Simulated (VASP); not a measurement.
# SnSe (Fm-3m) in VASP: settings compared, part 2 of 2

VASP 6.6.1.

## 4. Single point, RPBE+D3(BJ)

This run uses another cell than the first one, of 22.29 Å³/atom, 0.771 times its volume.

Contents of INCAR:

```
PREC = Accurate
ENCUT = 520
EDIFF = 1E-6
ISMEAR = -1
SIGMA = 0.05
LREAL = False
LASPH = True
NELM = 60
ALGO = Normal
ISIF = 2
LWAVE = False
LCHARG = False
GGA = RP
IVDW = 12
NBANDS = 17
```

Contents of KPOINTS:

```
regular mesh
0
Gamma
  8 8 8
```

Contents of POSCAR:

```
SnSe
1.0
    0.0000000000      2.8141140273      2.8141140273
    2.8141140273      0.0000000000      2.8141140273
    2.8141140273      2.8141140273      0.0000000000
Sn Se
1 1
Direct
    0.0000000000      0.0000000000      0.0000000000
    0.5000000000      0.5000000000      0.5000000000
```

Potentials or basis: VASP PAW PBE potentials, release 64 (Sn_d, Se).

On the command line:

```bash
$ cat potpaw_PBE.64/Sn_d/POTCAR potpaw_PBE.64/Se/POTCAR > POTCAR
$ mpirun -np 1 vasp_std > vasp.out
```

OUTCAR:

```text
PREC = Accurate
   ENCUT = 520
   EDIFF = 1E-6
   ISMEAR = -1
   LREAL = False
   LASPH = True
   NELM = 60
   ISIF = 2
   GGA = RP
   IVDW = 12
 IVDW          = 12

 ion  position               nearest neighbor table
   1  0.000  0.000  0.000-   2 2.81   2 2.81   2 2.81   2 2.81   2 2.81   2 2.81
   2  0.500  0.500  0.500-   1 2.81   1 2.81   1 2.81   1 2.81   1 2.81   1 2.81

  LATTYP: Found a face centered cubic cell.
 ALAT       =     5.6282280546

  Lattice vectors:

 A1 = (   0.0000000000,   2.8141140273,   2.8141140273)
 A2 = (   2.8141140273,   0.0000000000,   2.8141140273)
 A3 = (   2.8141140273,   2.8141140273,   0.0000000000)

Analysis of symmetry for initial positions (statically):
=====================================================================
 Subroutine PRICEL returns:
 Original cell was already a primitive cell.

 Routine SETGRP: Setting up the symmetry group for a
 face centered cubic supercell.

 Subroutine GETGRP returns: Found 48 space group operations
 (whereof 48 operations were pure point group operations)
 out of a pool of 48 trial point group operations.

The static configuration has the point symmetry O_h .

Analysis of symmetry for dynamics (positions and initial velocities):
=====================================================================
 Subroutine PRICEL returns:
 Original cell was already a primitive cell.

 Routine SETGRP: Setting up the symmetry group for a
 face centered cubic supercell.

 Subroutine GETGRP returns: Found 48 space group operations
 (whereof 48 operations were pure point group operations)
 out of a pool of 48 trial point group operations.

The dynamic configuration has the point symmetry O_h .

 Subroutine INISYM returns: Found 48 space group operations
 (whereof 48 operations are pure point group operations),
 and found     1 'primitive' translations

[... 111 lines left out ...]
   IALGO  =     38    algorithm
   IMIX   =      4    mixing-type and parameters
     AMIX     =   0.40;   BMIX     =  1.00
     AMIX_MAG =   1.60;   BMIX_MAG =  1.00
  volume/ion in A,a.u.               =      22.29       150.39
  Fermi-wavevector in a.u.,A,eV,Ry     =   1.253333  2.368456 21.372625  1.570844
  Thomas-Fermi vector in A             =   2.387191
   LORBIT       =      0    0 simple, 1 ext, 2 COOP (PROOUT), +10 PAW based schemes
   GGA     = RP    functional components
   LHFCALC =     F    Hartree Fock is set to
   AEXX    =    0.0000 exact exchange contribution
   IVDW    =    12    specifies the selected vdW correction
   LEPSILON=     F    determine dielectric tensor
   LRPA    =     F    only Hartree local field effects (RPA)
 non-spin polarized calculation
  energy-cutoff  :      520.00
  volume of cell :       44.57
 maximum number of plane-waves:      1243
 NGX is ok and might be reduce to    30
   NGX = 15   NGY = 15   NGZ = 15

 number of electron      20.0000007 magnetization

 Free energy of the ion-electron system (eV)
  ---------------------------------------------------
  ext. energy  EPLUGINS =         0.00000000
  ---------------------------------------------------
  free energy    TOTEN  =        -6.90945534 eV

  energy without entropy =       -6.90920718  energy(sigma->0) =       -6.90933126

 E-fermi :   8.7654     XC(G=0): -10.4564

 val. band max:        8.4877913285   @ k =  -0.2500   0.1250   0.0000
 cond. band min:       9.0528447776   @ k =  -0.3750   0.1250   0.0000
 fundamental gap:      0.5650534491
 Fermi energy:         8.7654303130

 k-point     1 :       0.0000    0.0000    0.0000
  band No.  band energies     occupation
      1     -13.5561      2.00000
      2     -13.5561      2.00000
      3     -13.5498      2.00000
      4     -13.5498      2.00000
      5     -13.5498      2.00000
      6      -7.2526      2.00000
[... 457 lines left out ...]
      4     -13.5310      2.00000
      5     -13.5184      2.00000
      6      -5.5467      2.00000
[... 9 lines left out ...]
     16      19.5281      0.00000
     17      19.6215      0.00000

 [... further k-points ...]

------------------------ aborting loop because EDIFF is reached ----------------------------------------

 Edisp (eV)   -4.05833

 E8    (eV) :    -2.6478

  FORCE on cell =-STRESS in cart. coord.  units (eV):
  Direction    XX          YY          ZZ          XY          YZ          ZX
  --------------------------------------------------------------------------------------
  -------------------------------------------------------------------------------------
  Total       0.00223     0.00223     0.00223     0.00000     0.00000     0.00000
  in kB       0.08008     0.08008     0.08008     0.00000     0.00000     0.00000
  external pressure =        0.08 kB  Pullay stress =        0.00 kB

 VOLUME and BASIS-vectors are now :
 -----------------------------------------------------------------------------
  energy-cutoff  :      520.00
  volume of cell :       44.57
      direct lattice vectors                 reciprocal lattice vectors
     0.000000000  2.814114027  2.814114027    -0.177675814  0.177675814  0.177675814
     2.814114027  0.000000000  2.814114027     0.177675814 -0.177675814  0.177675814
     2.814114027  2.814114027  0.000000000     0.177675814  0.177675814 -0.177675814

 POSITION                                       TOTAL-FORCE (eV/Angst)
 -----------------------------------------------------------------------------------
      0.00000      0.00000      0.00000         0.000000     -0.000000     -0.000000
      2.81411      2.81411      2.81411         0.000000      0.000000      0.000000
 -----------------------------------------------------------------------------------
    total drift:                               -0.000000      0.000000      0.000000

  FREE ENERGIE OF THE ION-ELECTRON SYSTEM (eV)
  ---------------------------------------------------
  free  energy   TOTEN  =       -10.9677893196 eV

  energy  without entropy=      -10.9675411574  energy(sigma->0) =      -10.96766524
```

It took 22 s on 1 thread of Intel Xeon Platinum 8259CL at 2.50GHz (Skylake/Cascade Lake), shared host; peak memory 0.18 GiB.

What came out:

| Property | Result |
| --- | --- |
| Free energy | -10.9678 eV |
| Pressure | 0.0 GPa |
| Band gap on the k mesh | 0.56 eV, indirect (least direct gap 0.66 eV) |
| Dispersion energy per atom | -2.029 eV |

Caveat: the PAW data sets were made with another functional, which shifts forces and pressure a little; spin-orbit coupling is left out, which moves the levels of the heavy elements. A k mesh can miss the band edges.

## 5. Single point, PBEsol+D3(BJ)

This run uses another cell than the first one, of 25.31 Å³/atom, 0.876 times its volume.

Contents of INCAR:

```
SYSTEM = SnSe
  PREC = Accurate
  ENCUT = 520
  EDIFF = 1E-6
  ISMEAR = -1
  SIGMA = 0.05
  LREAL = .False.
  LASPH = .True.
  NELM = 60
  ALGO = Normal
  ISIF = 2
  LWAVE = .False.
  LCHARG = .True.
  GGA = PS
  IVDW = 12
  LELF = .True.
  LVHAR = .True.
  NBANDS = 17
```

Contents of KPOINTS:

```
Automatic mesh
0
Gamma
  8 8 8
  0 0 0
```

Contents of POSCAR:

```
SnSe
1.0
    0.0000000000      2.9360370671      2.9360370671
    2.9360370671      0.0000000000      2.9360370671
    2.9360370671      2.9360370671      0.0000000000
Sn Se
1 1
Direct
    0.0000000000      0.0000000000      0.0000000000
    0.5000000000      0.5000000000      0.5000000000
```

On the command line:

```bash
$ cat potpaw_PBE.64/Sn_d/POTCAR potpaw_PBE.64/Se/POTCAR > POTCAR
$ mpirun -np 1 vasp_std > vasp.out
```

It took 19 s on 1 thread of Intel Xeon Platinum 8259CL at 2.50GHz (Skylake/Cascade Lake), shared host; peak memory 0.19 GiB.

The run converged. Its results:

| Quantity | Value |
| --- | --- |
| Free energy | -9.6822 eV |
| Pressure | 0.0 GPa |
| Band gap on the k mesh | 0.74 eV, indirect (least direct gap 0.92 eV) |
| Dispersion energy per atom | -0.355 eV |

Levels at points of the mesh, in eV from the valence-band top:
```csv
k point,band 7,band 8,band 9,band 10,band 11,band 12,band 13,band 14
"(0.00, 0.00, 0.00)",-4.77,-2.32,-2.32,-2.32,4.65,4.65,4.65,5.79
"(0.50, 0.00, 0.00)",-8.41,-2.06,-2.06,-0.06,0.94,1.24,1.24,8.41
"(0.50, 0.50, 0.00)",-5.98,-5.96,-3.93,-3.93,2.74,5.83,5.83,6.50
```

Caveat: the PAW data sets were made with another functional, which shifts forces and pressure a little; spin-orbit coupling is left out, which moves the levels of the heavy elements. A k mesh can miss the band edges.

## 6. Overview

```tsv
task	level	cell	cutoff (eV)	gap on the mesh (eV)	pressure (GPa)
single point	r2SCAN	a = 4.340 Å, angles 60.0°, 2 atoms	520	0.20	-2.8
relaxation of cell and atoms	BLYP	relaxed from a = 4.257 Å, angles 60.0°, 2 atoms	600	0.04	0.0
single point	RPBE+D3(BJ)	a = 3.980 Å, angles 60.0°, 2 atoms	520	0.56	0.0
single point	PBEsol+D3(BJ)	a = 4.152 Å, angles 60.0°, 2 atoms	520	0.74	0.0
```

Alike in all rows: potentials or basis VASP PAW PBE potentials, release 64 (Sn_d, Se); no spin polarisation; k mesh 8 × 8 × 8; smearing fermi-dirac 0.05 eV.

Caveats: the PAW data sets were made with another functional, which shifts forces and pressure a little; spin-orbit coupling is left out, which moves the levels of the heavy elements; the volume moved by +10 % from the deposited cell, more than functionals usually miss (some runs).

Absolute energies hang on the potentials; compare differences alone.
